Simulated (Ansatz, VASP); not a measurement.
**One calculation of Re2P3, two programs**

```
Re P
1.0
     3.38400    0.00000    0.00000
    -1.69200    2.93063    0.00000
     0.00000    0.00000    8.29672
Re P
2 3
Direct
  0.33333 0.66667 0.83200
  0.66667 0.33333 0.16800
  0.66667 0.33333 0.66400
  0.00000 0.00000 0.00000
  0.33333 0.66667 0.33600
```

Alike in both runs: task single point; functional PBE; dispersion D3(BJ); k mesh 6 × 6 × 2; occupations gaussian, width 0.1 eV; no spin polarisation.

|  | VASP | Ansatz |
| --- | --- | --- |
| version | VASP 6.6.1 | Ansatz 0.2.0 |
| potentials or method | VASP PAW PBE potentials, release 64 (Re, P), cutoff 520 eV | scalar-relativistic, plane waves, PAW |
| valence electrons in the cell | 29 | 45 |

|  | VASP | Ansatz | Ansatz less VASP |
| --- | --- | --- | --- |
| gap on the k mesh at the Fermi level (eV) | none | none | - |
| pressure (GPa) | 2.6 | 1.9 | -0.72 |
| traceless stress, the component that is largest in VASP (GPa) | 12.89 | 12.87 | -0.026 |
| rms of the force components (eV/Å) | 0.533 | 0.511 | -0.0217 |

Atom by atom the forces differ by 0.022 eV/Å (rms over components). A gap of «none» marks a metal or a gap that the smearing closes. VASP's potentials hold 29 valence electrons a cell and Ansatz's 45, so a difference there can come from the potentials and not from the codes.

The k mesh is coarse, so the values compare programs but aren't converged. Spin-orbit coupling is off throughout.
